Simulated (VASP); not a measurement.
Set up this calculation in VASP 6.6.1, as the native input.

```
Task                   : single point
Functional             : PBEsol
Potentials or basis    : VASP PAW PBE potentials, release 64 (Fe, Co)
Cutoff                 : 520 eV
k mesh                 : 12 × 12 × 12
Occupations            : gaussian, width 0.1 eV
Spin                   : collinear spin, ferromagnetic start
Starting moments       : [2.77, 1.78, 1.78, 1.78] μB
Dipole correction      : no
Further INCAR settings : ALGO = Normal; EDIFF = 1e-06; NBANDS = 30
```

The structure of FeCo3 lies in POSCAR:

```
FeCo3
1.0
    3.6002335558      0.0000000000      0.0000000000
    0.0000000000      3.6002335558      0.0000000000
    0.0000000000      0.0000000000      3.6002335558
Fe Co
1 3
Direct
    0.0000000000      0.0000000000      0.0000000000
    0.5000000000      0.5000000000      0.0000000000
    0.5000000000      0.0000000000      0.5000000000
    0.0000000000      0.5000000000      0.5000000000
```

The input as run:

INCAR

```
PREC = Accurate ; ENCUT = 520
EDIFF = 1E-6 ; ISMEAR = 0
SIGMA = 0.1 ; LREAL = False
LASPH = True ; NELM = 150
ALGO = Normal ; ISIF = 2
LWAVE = False ; LCHARG = False
ISPIN = 2 ; MAGMOM = 2.77 1.78 1.78 1.78
LORBIT = 11 ; LMAXMIX = 4
GGA = PS ; NBANDS = 30
```

KPOINTS

```
Automatic mesh
0
Gamma
  12 12 12
```

Potentials or basis: VASP PAW PBE potentials, release 64 (Fe, Co).

The run is started by

```console
$ cat potpaw_PBE.64/Fe/POTCAR potpaw_PBE.64/Co/POTCAR > POTCAR
$ mpirun -np 1 vasp_std > vasp.out
```

Results of the run:

```yaml
Pressure: -17.5 GPa
Net_moment: 7.59 μB per cell
Site_moments: Fe +2.65; Co +1.67 μB
Valence_electrons_inside_the_program's_atomic_spheres: Fe 7.12; Co 8.17
```

Caveat: the cell stands under tension; the PAW data sets were made with another functional, which shifts forces and pressure a little.

Run time: 120 s on 1 thread of AMD EPYC 9R45 96-Core Processor (Zen 5), on a shared host, peak memory 0.27 GiB.
